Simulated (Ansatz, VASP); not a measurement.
## Bi in VASP and in Ansatz

File INCAR:

```
  PREC = Accurate
  ENCUT = 600
  EDIFF = 1E-6
  ISMEAR = -1
  SIGMA = 0.05
  LREAL = False
  LASPH = True
  NELM = 80
  ALGO = Normal
  ISIF = 3
  LWAVE = False
  LCHARG = False
  GGA = RE
  IBRION = 2
  NSW = 80
  EDIFFG = -0.005
```

The input KPOINTS:

```
regular mesh
0
Gamma
  9 9 9
```

Contents of POSCAR:

```
Bi
1.0
   -1.9814305318      1.9814305318      1.9814305318
    1.9814305318     -1.9814305318      1.9814305318
    1.9814305318      1.9814305318     -1.9814305318
Bi
1
Direct
    0.0000000000      0.0000000000      0.0000000000
```

Contents of input.yaml:

```yaml
crystal:
  lattice:
    - [-1.9814305318, 1.9814305318, 1.9814305318]
    - [1.9814305318, -1.9814305318, 1.9814305318]
    - [1.9814305318, 1.9814305318, -1.9814305318]
  atoms:
    - { symbol: Bi, position: [0.0, 0.0, 0.0] }
kpoints:
  mp_grid: { grid: [9, 9, 9] }
scf:
  occupations: { method: fermi_dirac, width: 0.05 }
hamiltonian:
  xc: revpbe
  pseudopotentials: { kind: all_electron, lapw: { basis_error: 0.001 } }
output:
  forces: true
  stress: true
relax:
  f_tol: 0.005
  max_steps: 60
  cell: {}
```

Alike in both runs: task relaxation of cell and atoms; functional revPBE; k mesh 9 × 9 × 9; occupations fermi-dirac, width 0.05 eV; no spin polarisation.

```csv
,VASP,Ansatz
version,VASP 6.6.1,Ansatz 0.2.0
potentials or method,"VASP PAW PBE potentials, release 64 (Bi_d), cutoff 600 eV","all-electron LAPW, scalar-relativistic"
```

VASP gave:

- relaxed volume (Å³/atom): 32.21
- relaxed cell length with the largest relative difference (Å): 3.472

Question: Which values does Ansatz return?

Answer: Relaxed volume (Å³/atom): 32.25; relaxed cell length with the largest relative difference (Å): 3.473.

VASP's potentials were made for PBE, not for revPBE. Ansatz ran all-electron here, and VASP with PAW potentials.

Spin-orbit coupling is off throughout.
